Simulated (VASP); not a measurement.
# MoS2 (P6_3/mmc) in VASP: further runs

Runs on MoS2. Level: LDA. Tasks: single point, relaxation of cell and atoms.

Everything below comes from runs of VASP 6.6.1. Logs are shortened: lines on timing, memory, paths and dates and some standing lists are left out, and cuts for length are marked.

## 1. The cell of the first run

It takes space group P6_3/mmc (No. 194, hexagonal). The conventional cell has a = 3.122 Å, b = 3.122 Å, c = 12.079 Å, α = 90.00°, β = 90.00°, γ = 120.00°. Mo (site symmetry -6m2) has 6 S at 2.38 Å and 6 Mo at 3.12 Å within 3.2 Å. Within 3.2 Å of S (site symmetry 3m) lie 3 Mo at 2.38 Å and 7 S at 3.11 to 3.12 Å.

## 2. Single point, LDA

Input file INCAR:

```
PREC     = Accurate       # precision mode
ENCUT    = 520            # plane-wave cutoff, eV
EDIFF    = 1E-7           # SCF threshold, eV
ISMEAR   = 0              # smearing method
SIGMA    = 0.02           # smearing width, eV
LREAL    = False          # projectors in reciprocal space
LASPH    = True           # aspherical terms in the spheres
NELM     = 80             # most SCF steps
ALGO     = Normal         # electronic algorithm
ISIF     = 2              # what is computed and relaxed
LWAVE    = False          # write WAVECAR
LCHARG   = False          # write CHGCAR
GGA      = CA             # functional
NBANDS   = 35             # bands
```

Input file KPOINTS:

```
Automatic mesh
0
Gamma
  12 12 2
```

Input file POSCAR:

```
MoS2
1.0
    3.1221952283      0.0000000028      0.0000000000
   -1.5610976166      2.7039003819      0.0000000000
    0.0000000000      0.0000000000     12.0794414733
Mo S
2 4
Direct
    0.6666666667      0.3333333333      0.2500000000
    0.3333333333      0.6666666667      0.7500000000
    0.6666666667      0.3333333333      0.6213370735
    0.3333333333      0.6666666667      0.3786629265
    0.6666666667      0.3333333333      0.8786629265
    0.3333333333      0.6666666667      0.1213370735
```

Potentials or basis: VASP PAW LDA potentials, release 64 (Mo_sv, S).

Launch:

```
$ cat potpaw_LDA.64/Mo_sv/POTCAR potpaw_LDA.64/S/POTCAR > POTCAR
$ mpirun -np 1 vasp_std > vasp.out
```

OUTCAR:

```text
PREC = Accurate
   ENCUT = 520
   EDIFF = 1E-7
   ISMEAR = 0
   LREAL = False
   LASPH = True
   NELM = 80
   ISIF = 2
   GGA = CA

 ion  position               nearest neighbor table
   1  0.667  0.333  0.250-   4 2.38   6 2.38   4 2.38   6 2.38   4 2.38   6 2.38
   2  0.333  0.667  0.750-   3 2.38   5 2.38   3 2.38   5 2.38   3 2.38   5 2.38
   3  0.667  0.333  0.621-   2 2.38   2 2.38   2 2.38
   4  0.333  0.667  0.379-   1 2.38   1 2.38   1 2.38
   5  0.667  0.333  0.879-   2 2.38   2 2.38   2 2.38
   6  0.333  0.667  0.121-   1 2.38   1 2.38   1 2.38

  LATTYP: Found a hexagonal cell.
 ALAT       =     3.1221952283
 C/A-ratio  =     3.8688937078

  Lattice vectors:

 A1 = (   3.1221952283,   0.0000000028,   0.0000000000)
 A2 = (  -1.5610976166,   2.7039003819,   0.0000000000)
 A3 = (   0.0000000000,   0.0000000000,  12.0794414733)

Analysis of symmetry for initial positions (statically):
=====================================================================
 Subroutine PRICEL returns:
 Original cell was already a primitive cell.

 Routine SETGRP: Setting up the symmetry group for a
 hexagonal supercell.

 Subroutine GETGRP returns: Found 24 space group operations
 (whereof 12 operations were pure point group operations)
 out of a pool of 24 trial point group operations.

The static configuration has the point symmetry D_3d.
 The point group associated with its full space group is D_6h.

Analysis of symmetry for dynamics (positions and initial velocities):
=====================================================================
 Subroutine PRICEL returns:
 Original cell was already a primitive cell.

 Routine SETGRP: Setting up the symmetry group for a
 hexagonal supercell.

 Subroutine GETGRP returns: Found 24 space group operations
 (whereof 12 operations were pure point group operations)
 out of a pool of 24 trial point group operations.

The dynamic configuration has the point symmetry D_3d.
 The point group associated with its full space group is D_6h.

 Subroutine INISYM returns: Found 24 space group operations
 (whereof 12 operations are pure point group operations),
 and found     1 'primitive' translations

----------------------------------------------------------------------------------------

                                     Primitive cell

  volume of cell :     101.9759

  direct lattice vectors                    reciprocal lattice vectors
     3.122195228  0.000000003  0.000000000     0.320287466  0.184918055  0.000000000
    -1.561097617  2.703900382  0.000000000    -0.000000000  0.369836110  0.000000000
     0.000000000  0.000000000 12.079441473     0.000000000  0.000000000  0.082785285

  length of vectors
     3.122195228  3.122195228 12.079441473     0.369836110  0.369836110  0.082785285

  position of ions in fractional coordinates (direct lattice)
     0.666666667  0.333333333  0.250000000
     0.333333333  0.666666667  0.750000000
     0.666666667  0.333333333  0.621337074
     0.333333333  0.666666667  0.378662926
     0.666666667  0.333333333  0.878662926
     0.333333333  0.666666667  0.121337074

  ion indices of the primitive-cell ions
   primitive index   ion index
                 1           1
                 2           2
                 3           3
                 4           4
                 5           5
                 6           6

----------------------------------------------------------------------------------------

 KPOINTS: Automatic mesh

Automatic generation of k-mesh.
 Grid dimensions read from file:
 generate k-points for:   12   12    2

 Generating k-lattice:

  Cartesian coordinates                     Fractional coordinates (reciprocal lattice)
     0.026690622  0.015409838  0.000000000     0.083333333  0.000000000  0.000000000
    -0.000000000  0.030819676  0.000000000     0.000000000  0.083333333  0.000000000
     0.000000000  0.000000000  0.041392642     0.000000000  0.000000000  0.500000000

  Length of vectors
     0.030819676  0.030819676  0.041392642

  Shift w.r.t. Gamma in fractional coordinates (k-lattice)
     0.000000000  0.000000000  0.000000000

 Subroutine IBZKPT returns following result:
 ===========================================

 Found     38 irreducible k-points:

 Following reciprocal coordinates:
            Coordinates               Weight
  0.000000  0.000000  0.000000      1.000000
  0.083333  0.000000  0.000000      6.000000
  0.166667  0.000000  0.000000      6.000000
  0.250000  0.000000  0.000000      6.000000
  0.333333 -0.000000  0.000000      6.000000
  0.416667  0.000000  0.000000      6.000000
[... 16 lines left out ...]
  0.250000  0.000000  0.500000      6.000000
  0.333333 -0.000000  0.500000      6.000000
 [... further k-points ...]
   k-points           NKPTS =     38   k-points in BZ     NKDIM =     38   number of bands    NBANDS=     35
   number of dos      NEDOS =    301   number of ions     NIONS =      6
   total plane-waves  NPLWV =  51840
   dimension x,y,z NGX =    24 NGY =   24 NGZ =   90
   dimension x,y,z NGXF=    48 NGYF=   48 NGZF=  180
   ions per type =               2   4
   NGX,Y,Z   is equivalent  to a cutoff of  12.78, 12.78, 12.39 a.u.
   NGXF,Y,Z  is equivalent  to a cutoff of  25.56, 25.56, 24.77 a.u.
 SYSTEM =  unknown system
   PREC   = accura    normal or accurate (medium, high low for compatibility)
   ISTART =      0    job   : 0-new  1-cont  2-samecut
   ICHARG =      2    charge: 1-file 2-atom 10-const
   ISPIN  =      1    spin polarized calculation?
   LNONCOLLINEAR =      F non collinear calculations
   LSORBIT =      F    spin-orbit coupling
   LASPH  =      T    aspherical Exc in radial PAW
   ENCUT  =  520.0 eV  38.22 Ry    6.18 a.u.   5.81  5.81 22.46*2*pi/ulx,y,z
   NELM   =     80;   NELMIN=  2; NELMDL= -5     # of ELM steps
   EDIFF  = 0.1E-06   stopping-criterion for ELM
   LREAL  =      F    real-space projection
   EDIFFG = 0.1E-05   stopping-criterion for IOM
   NSW    =      0    number of steps for IOM
   IBRION =     -1    ionic relax: 0-MD 1-quasi-New 2-CG
   NFREE  =      0    steps in history (QN), initial steepest desc. (CG)
   ISIF   =      2    stress and relaxation
   ISYM   =      2    0-nonsym 1-usesym 2-fastsym
   POTIM  = 0.5000    time-step for ionic-motion
   TEBEG  =    0.0;   TEEND  =   0.0 temperature during run
   PSTRESS=    0.0 pullay stress
   NELECT =      52.0000    total number of electrons
   NUPDOWN=      -1.0000    fix difference up-down
   EMIN   =  10.00;   EMAX   =-10.00  energy-range for DOS
   EFERMI =   0.00;   METHOD = LEGACY
   ISMEAR =     0;   SIGMA  =   0.02  broadening in eV -4-tet -1-fermi 0-gaus
   EFERMI_NEDOS =   21; number of points for ismear=-14 and -15
   IALGO  =     38    algorithm
   IMIX   =      4    mixing-type and parameters
     AMIX     =   0.40;   BMIX     =  1.00
     AMIX_MAG =   1.60;   BMIX_MAG =  1.00
  volume/ion in A,a.u.               =      17.00       114.69
  Fermi-wavevector in a.u.,A,eV,Ry     =   1.307907  2.471585 23.274395  1.710620
  Thomas-Fermi vector in A             =   2.438610
   LORBIT       =      0    0 simple, 1 ext, 2 COOP (PROOUT), +10 PAW based schemes
   GGA     = CA    functional components
   LHFCALC =     F    Hartree Fock is set to
   AEXX    =    0.0000 exact exchange contribution
   IVDW    =     0    specifies the selected vdW correction
   LEPSILON=     F    determine dielectric tensor
   LRPA    =     F    only Hartree local field effects (RPA)
 non-spin polarized calculation
 Gauss-broadening in eV      SIGMA  =   0.02
  energy-cutoff  :      520.00
  volume of cell :      101.98
 maximum number of plane-waves:      2775
 NGX is ok and might be reduce to    24
   NGX = 11   NGY = 11   NGZ = 45

 number of electron      52.0000005 magnetization

 Free energy of the ion-electron system (eV)
  ---------------------------------------------------
  ext. energy  EPLUGINS =         0.00000000
  ---------------------------------------------------
  free energy    TOTEN  =       -48.95801971 eV

  energy without entropy =      -48.95801971  energy(sigma->0) =      -48.95801971

 E-fermi :   8.2145     XC(G=0): -11.3782

 val. band max:        8.0583480545   @ k =   0.0000   0.0000   0.0000
 cond. band min:       8.7989585569   @ k =   0.1667   0.1667   0.0000
 fundamental gap:      0.7406105024
 Fermi energy:         8.2144821218

 k-point     1 :       0.0000    0.0000    0.0000
  band No.  band energies     occupation
      1     -53.1185      2.00000
      2     -53.1185      2.00000
      3     -27.5119      2.00000
      4     -27.5118      2.00000
      5     -27.2206      2.00000
      6     -27.2206      2.00000
[... 27 lines left out ...]
     34      10.6051      0.00000
     35      13.7365      0.00000

 k-point     2 :       0.0833    0.0000    0.0000
  band No.  band energies     occupation
      1     -53.1152      2.00000
      2     -53.1152      2.00000
      3     -27.5056      2.00000
      4     -27.5054      2.00000
      5     -27.2528      2.00000
      6     -27.2528      2.00000
[... 27 lines left out ...]
     34      10.4913      0.00000
     35      14.2208      0.00000

 k-point     3 :       0.1667    0.0000    0.0000
  band No.  band energies     occupation
      1     -53.1060      2.00000
      2     -53.1060      2.00000
      3     -27.4881      2.00000
      4     -27.4880      2.00000
      5     -27.3400      2.00000
      6     -27.3400      2.00000
[... 27 lines left out ...]
     34      10.9352      0.00000
     35      15.2650      0.00000
[... 723 lines left out ...]
 k-point    23 :       0.2500    0.0000    0.5000
  band No.  band energies     occupation
      1     -53.0934      2.00000
      2     -53.0934      2.00000
      3     -27.4641      2.00000
      4     -27.4641      2.00000
      5     -27.4573      2.00000
      6     -27.4573      2.00000
[... 27 lines left out ...]
     34      11.3039      0.00000
     35      15.3573      0.00000

 k-point    24 :       0.3333   -0.0000    0.5000
  band No.  band energies     occupation
      1     -53.0808      2.00000
      2     -53.0808      2.00000
      3     -27.5725      2.00000
      4     -27.5725      2.00000
      5     -27.4400      2.00000
      6     -27.4400      2.00000
[... 27 lines left out ...]
     34      11.6090      0.00000
     35      14.5901      0.00000

 [... further k-points ...]

------------------------ aborting loop because EDIFF is reached ----------------------------------------

  FORCE on cell =-STRESS in cart. coord.  units (eV):
  Direction    XX          YY          ZZ          XY          YZ          ZX
  --------------------------------------------------------------------------------------
  -------------------------------------------------------------------------------------
  Total        0.0913878      0.0913878      0.0556206     -0.0000000      0.0000000      0.0000000
  in kB        1.4358245      1.4358245      0.8738745     -0.0000000      0.0000000      0.0000000
  external PRESSURE =       1.2485078 kB  Pullay stress =       0.0000000 kB

 VOLUME and BASIS-vectors are now :
 -----------------------------------------------------------------------------
  energy-cutoff  :      520.00
  volume of cell :      101.98
      direct lattice vectors                 reciprocal lattice vectors
     3.122195228  0.000000003  0.000000000     0.320287466  0.184918055  0.000000000
    -1.561097617  2.703900382  0.000000000    -0.000000000  0.369836110  0.000000000
     0.000000000  0.000000000 12.079441473     0.000000000  0.000000000  0.082785285

 POSITION                                       TOTAL-FORCE (eV/Angst)
 -----------------------------------------------------------------------------------
      1.56110      0.90130      3.01986         0.000000      0.000000      0.000000
     -0.00000      1.80260      9.05958        -0.000000     -0.000000      0.000000
      1.56110      0.90130      7.50540        -0.000000     -0.000000     -0.016057
     -0.00000      1.80260      4.57404         0.000000      0.000000      0.016057
      1.56110      0.90130     10.61376        -0.000000     -0.000000      0.016057
     -0.00000      1.80260      1.46568         0.000000      0.000000     -0.016057
 -----------------------------------------------------------------------------------
    total drift:                                0.000000     -0.000000      0.000000

  FREE ENERGIE OF THE ION-ELECTRON SYSTEM (eV)
  ---------------------------------------------------
  free  energy   TOTEN  =       -48.9580197131 eV

  energy  without entropy=      -48.9580197131  energy(sigma->0) =      -48.95801971
```

It took 3.3 min on 1 thread of Intel Xeon 8259CL, shared host; peak memory 0.24 GiB.

What came out:

* Free energy: -48.9580 eV
* Pressure: 0.1 GPa
* Largest force: 0.016 eV/Å
* Band gap on the k mesh: 0.74 eV (least direct gap 1.77 eV)

Forces in eV/Å, atoms in the order of the input:
```
Mo   0.000  0.000  0.000
Mo   0.000  0.000  0.000
S    0.000  0.000 -0.016
S    0.000  0.000  0.016
S    0.000  0.000  0.016
S    0.000  0.000 -0.016
```

Levels at points of the mesh, in eV from the valence-band top:
```tsv
k point	band 22	band 23	band 24	band 25	band 26	band 27	band 28	band 29	band 30	band 31
(0.00, 0.00, 0.00)	-2.20	-2.20	-1.40	-1.14	0.00	2.14	2.14	2.18	2.18	2.33
(0.50, 0.00, 0.00)	-2.59	-1.76	-1.53	-1.51	-1.39	1.67	1.72	2.02	2.37	2.81
(0.00, 0.00, 0.50)	-2.23	-2.23	-2.23	-0.29	-0.29	2.15	2.15	2.15	2.15	2.45
(0.50, 0.00, 0.50)	-2.77	-1.63	-1.63	-1.45	-1.45	1.69	1.69	2.21	2.21	3.21
```

A k mesh can miss the band edges.

## 3. Single point, LDA

Input file INCAR:

```
SYSTEM = MoS2
  PREC = Accurate
  ENCUT = 520
  EDIFF = 1E-6
  ISMEAR = 0
  SIGMA = 0.02
  LREAL = .FALSE.
  LASPH = .TRUE.
  NELM = 80
  ALGO = Normal
  ISIF = 2
  LWAVE = .FALSE.
  LCHARG = .TRUE.
  GGA = CA
  LELF = .TRUE.
  LVHAR = .TRUE.
  NBANDS = 35
```

Input file KPOINTS:

```
regular mesh
0
G
  12 12 4
  0 0 0
```

POSCAR is that of step 2.

Potentials or basis: VASP PAW LDA potentials, release 64 (Mo_sv, S).

Launch:

```
$ cat potpaw_LDA.64/Mo_sv/POTCAR potpaw_LDA.64/S/POTCAR > POTCAR
$ mpirun -np 1 vasp_std > vasp.out
```

Run time: 4.2 min. Hardware: 1 thread of Intel Xeon 8259CL, shared host; peak memory 0.29 GiB.

Results (log left out):

```
Free energy            : -48.9583 eV
Pressure               : 0.1 GPa
Largest force          : 0.016 eV/Å
Band gap on the k mesh : 0.74 eV (least direct gap 1.77 eV)
```

Forces on the atoms (eV/Å):
```
Mo   0.000  0.000  0.000
Mo   0.000  0.000  0.000
S    0.000  0.000 -0.016
S    0.000  0.000  0.016
S    0.000  0.000  0.016
S    0.000  0.000 -0.016
```

Levels at points of the mesh, in eV from the valence-band top:
| k point | band 23 | band 24 | band 25 | band 26 | band 27 | band 28 | band 29 | band 30 |
| --- | --- | --- | --- | --- | --- | --- | --- | --- |
| (0.00, 0.00, 0.00) | -2.20 | -1.40 | -1.15 | 0.00 | 2.14 | 2.14 | 2.18 | 2.18 |
| (0.50, 0.00, 0.00) | -1.76 | -1.53 | -1.51 | -1.39 | 1.67 | 1.72 | 2.02 | 2.37 |
| (0.00, 0.00, 0.50) | -2.23 | -2.23 | -0.29 | -0.29 | 2.15 | 2.15 | 2.15 | 2.15 |
| (0.50, 0.00, 0.50) | -1.63 | -1.63 | -1.45 | -1.45 | 1.69 | 1.69 | 2.21 | 2.21 |

[end of part 1 of 2]
